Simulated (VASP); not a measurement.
# ZrAl3B3N (Pm-3m) in VASP: notebook, part 2 of 2

VASP 6.6.1.

## 3. Single point, PBE

This run uses another cell than the first one, of 14.26 Å³/atom, 1.213 times its volume.

INCAR

```
SYSTEM = ZrAl3B3N
PREC = Accurate ; ENCUT = 520
EDIFF = 1E-7 ; ISMEAR = 0
SIGMA = 0.15 ; LREAL = .FALSE.
LASPH = .TRUE. ; NELM = 60
ALGO = Normal ; ISIF = 2
LWAVE = .FALSE. ; LCHARG = .FALSE.
GGA = PE ; NBANDS = 28
```

KPOINTS

```
regular mesh
0
G
  3 3 3
  0 0 0
```

POSCAR

```
ZrAl3B3N
1.0
    4.8504432944      0.0000000000      0.0000000000
    0.0000000000      4.8504432944      0.0000000000
    0.0000000000      0.0000000000      4.8504432944
Zr Al B N
1 3 3 1
Direct
    0.5000000000      0.5000000000      0.5000000000
    0.0000000000      0.5000000000      0.5000000000
    0.5000000000      0.0000000000      0.5000000000
    0.5000000000      0.5000000000      0.0000000000
    0.5000000000      0.0000000000      0.0000000000
    0.0000000000      0.5000000000      0.0000000000
    0.0000000000      0.0000000000      0.5000000000
    0.0000000000      0.0000000000      0.0000000000
```

Potentials or basis: VASP PAW PBE potentials, release 64 (Zr_sv, Al, B, N).

Run with:

```console
cat potpaw_PBE.64/Zr_sv/POTCAR potpaw_PBE.64/Al/POTCAR potpaw_PBE.64/B/POTCAR potpaw_PBE.64/N/POTCAR > POTCAR
mpirun -np 1 vasp_std > vasp.out
```

OUTCAR:

```text
SYSTEM = ZrAl3B3N
   PREC = Accurate
   ENCUT = 520
   EDIFF = 1E-7
   ISMEAR = 0
   LREAL = .FALSE.
   LASPH = .TRUE.
   NELM = 60
   ISIF = 2
   GGA = PE

 ion  position               nearest neighbor table
   1  0.500  0.500  0.500-   2 2.43   3 2.43   4 2.43   4 2.43   3 2.43   2 2.43
   2  0.000  0.500  0.500-   1 2.43   6 2.43   7 2.43   6 2.43   7 2.43   1 2.43
   3  0.500  0.000  0.500-   1 2.43   5 2.43   7 2.43   5 2.43   1 2.43   7 2.43
   4  0.500  0.500  0.000-   1 2.43   5 2.43   6 2.43   1 2.43   5 2.43   6 2.43
   5  0.500  0.000  0.000-   3 2.43   4 2.43   3 2.43   4 2.43
   6  0.000  0.500  0.000-   2 2.43   4 2.43   2 2.43   4 2.43
   7  0.000  0.000  0.500-   2 2.43   3 2.43   2 2.43   3 2.43
   8  0.000  0.000  0.000-

  LATTYP: Found a simple cubic cell.
 ALAT       =     4.8504432944

  Lattice vectors:

 A1 = (   4.8504432944,   0.0000000000,   0.0000000000)
 A2 = (   0.0000000000,   4.8504432944,   0.0000000000)
 A3 = (   0.0000000000,   0.0000000000,   4.8504432944)

Analysis of symmetry for initial positions (statically):
=====================================================================
 Subroutine PRICEL returns:
 Original cell was already a primitive cell.

 Routine SETGRP: Setting up the symmetry group for a
 simple cubic supercell.

 Subroutine GETGRP returns: Found 48 space group operations
 (whereof 48 operations were pure point group operations)
 out of a pool of 48 trial point group operations.

The static configuration has the point symmetry O_h .

Analysis of symmetry for dynamics (positions and initial velocities):
=====================================================================
 Subroutine PRICEL returns:
 Original cell was already a primitive cell.

 Routine SETGRP: Setting up the symmetry group for a
 simple cubic supercell.

 Subroutine GETGRP returns: Found 48 space group operations
 (whereof 48 operations were pure point group operations)
[... 117 lines left out ...]
   LORBIT       =      0    0 simple, 1 ext, 2 COOP (PROOUT), +10 PAW based schemes
   GGA     = PE    functional components
   LHFCALC =     F    Hartree Fock is set to
   AEXX    =    0.0000 exact exchange contribution
   IVDW    =     0    specifies the selected vdW correction
   LEPSILON=     F    determine dielectric tensor
   LRPA    =     F    only Hartree local field effects (RPA)
 non-spin polarized calculation
 Gauss-broadening in eV      SIGMA  =   0.15
  energy-cutoff  :      520.00
  volume of cell :      114.12
 maximum number of plane-waves:      3085
   NGX = 19   NGY = 19   NGZ = 19

 number of electron      34.9999996 magnetization

 Free energy of the ion-electron system (eV)
  ---------------------------------------------------
  ext. energy  EPLUGINS =         0.00000000
  ---------------------------------------------------
  free energy    TOTEN  =       -33.94419581 eV

  energy without entropy =      -33.82952934  energy(sigma->0) =      -33.88686257

 E-fermi :   5.6507     XC(G=0): -10.4469

 val. band max:        5.6107349584   @ k =   0.3333   0.3333   0.0000
 cond. band min:       5.6681131198   @ k =   0.3333   0.0000   0.0000
 fundamental gap:      0.0573781614
 Fermi energy:         5.6506671809

 k-point     1 :       0.0000    0.0000    0.0000
  band No.  band energies     occupation
      1     -42.3372      2.00000
      2     -20.6744      2.00000
      3     -20.6744      2.00000
      4     -20.6744      2.00000
      5      -6.7223      2.00000
      6      -2.6837      2.00000
[... 113 lines left out ...]
     27      10.4275      0.00000
     28      10.4275      0.00000

------------------------ aborting loop because EDIFF is reached ----------------------------------------

  FORCE on cell =-STRESS in cart. coord.  units (eV):
  Direction    XX          YY          ZZ          XY          YZ          ZX
  --------------------------------------------------------------------------------------
  -------------------------------------------------------------------------------------
  Total        0.2550840      0.2550840      0.2550840      0.0000000     -0.0000000     -0.0000000
  in kB        3.5813729      3.5813729      3.5813729      0.0000000     -0.0000000     -0.0000000
  external PRESSURE =       3.5813729 kB  Pullay stress =       0.0000000 kB

 VOLUME and BASIS-vectors are now :
 -----------------------------------------------------------------------------
  energy-cutoff  :      520.00
  volume of cell :      114.12
      direct lattice vectors                 reciprocal lattice vectors
     4.850443294  0.000000000  0.000000000     0.206166723  0.000000000  0.000000000
     0.000000000  4.850443294  0.000000000     0.000000000  0.206166723  0.000000000
     0.000000000  0.000000000  4.850443294     0.000000000  0.000000000  0.206166723

 POSITION                                       TOTAL-FORCE (eV/Angst)
 -----------------------------------------------------------------------------------
      2.42522      2.42522      2.42522         0.000000      0.000000      0.000000
      0.00000      2.42522      2.42522         0.000000      0.000000      0.000000
      2.42522      0.00000      2.42522         0.000000      0.000000      0.000000
      2.42522      2.42522      0.00000         0.000000      0.000000      0.000000
      2.42522      0.00000      0.00000         0.000000      0.000000      0.000000
      0.00000      2.42522      0.00000         0.000000      0.000000      0.000000
      0.00000      0.00000      2.42522         0.000000      0.000000      0.000000
      0.00000      0.00000      0.00000         0.000000      0.000000      0.000000
 -----------------------------------------------------------------------------------
    total drift:                                0.000000      0.000000      0.000000

  FREE ENERGIE OF THE ION-ELECTRON SYSTEM (eV)
  ---------------------------------------------------
  free  energy   TOTEN  =       -33.9441958051 eV

  energy  without entropy=      -33.8295293446  energy(sigma->0) =      -33.88686257
```

stdout:

```text
POSCAR found type information on POSCAR ZrAlB N
 POSCAR found :  4 types and       8 ions
 scaLAPACK will be used
 LDA part: xc-table for (Slater+PW92), standard interpolation
 POSCAR, INCAR and KPOINTS ok, starting setup
 FFT: planning ... GRIDC
 FFT: planning ... GRID_SOFT
 FFT: planning ... GRID
 WAVECAR not read
 entering main loop
```

It took 23 s on 1 thread of Intel Xeon Platinum 8259CL at 2.50GHz (Skylake/Cascade Lake), shared host; peak memory 0.2 GiB.

Results:

```
Free energy : -33.9442 eV
Pressure    : 0.4 GPa
```

Caveat: the k points lie up to 0.43 Å⁻¹ apart.

## 4. Single point, PBE

This run uses another cell than the first one, of 14.20 Å³/atom, 1.207 times its volume.

INCAR

```
ALGO = Normal
EDIFF = 1E-6
ENCUT = 520
GGA = PE
ISIF = 2
ISMEAR = 0
LASPH = True
LCHARG = False
LREAL = False
LWAVE = False
NBANDS = 28
NELM = 100
PREC = Accurate
SIGMA = 0.15
```

KPOINTS

```
k-points
0
Gamma
  3 3 3
```

POSCAR

```
ZrAl3B3N
1.0
    4.8428223668      0.0000000000      0.0000000000
    0.0000000000      4.8428223668      0.0000000000
    0.0000000000      0.0000000000      4.8428223668
Zr Al B N
1 3 3 1
Direct
    0.0000000000      0.0000000000      0.0000000000
    0.5000000000      0.0000000000      0.0000000000
    0.0000000000      0.5000000000      0.0000000000
    0.0000000000      0.0000000000      0.5000000000
    0.0000000000      0.5000000000      0.5000000000
    0.5000000000      0.0000000000      0.5000000000
    0.5000000000      0.5000000000      0.0000000000
    0.5000000000      0.5000000000      0.5000000000
```

Run with:

```console
cat potpaw_PBE.64/Zr_sv/POTCAR potpaw_PBE.64/Al/POTCAR potpaw_PBE.64/B/POTCAR potpaw_PBE.64/N/POTCAR > POTCAR
mpirun -np 1 vasp_std > vasp.out
```

Run time: 20 s. Hardware: 1 thread of Intel Xeon Platinum 8259CL at 2.50GHz (Skylake/Cascade Lake), shared host; peak memory 0.21 GiB.

It converged, with:

```yaml
Free_energy: -33.9422 eV
Pressure: 0.7 GPa
```

Levels at points of the mesh, in eV from the Fermi level:
```tsv
k point	band 13	band 14	band 15	band 16	band 17	band 18	band 19	band 20	band 21	band 22
(0.00, 0.00, 0.00)	-1.34	-0.82	-0.82	-0.82	-0.33	-0.33	-0.33	0.06	0.06	0.06
```

Caveat: the k points lie up to 0.43 Å⁻¹ apart.

## 5. Overview

```tsv
cell	gap on the mesh (eV)	pressure (GPa)
a = 4.548 Å, 8 atoms	none	0.2
a = 4.850 Å, 8 atoms	none	0.4
a = 4.843 Å, 8 atoms	none	0.7
```

Alike in all rows: task single point; level PBE; potentials or basis VASP PAW PBE potentials, release 64 (Zr_sv, Al, B, N); no spin polarisation; k mesh 3 × 3 × 3; cutoff (eV) 520; smearing gaussian 0.15 eV.

Caveats: all runs use coarse meshes.

Total energies depend on the potentials used, so only differences within one code and one set of settings carry meaning.
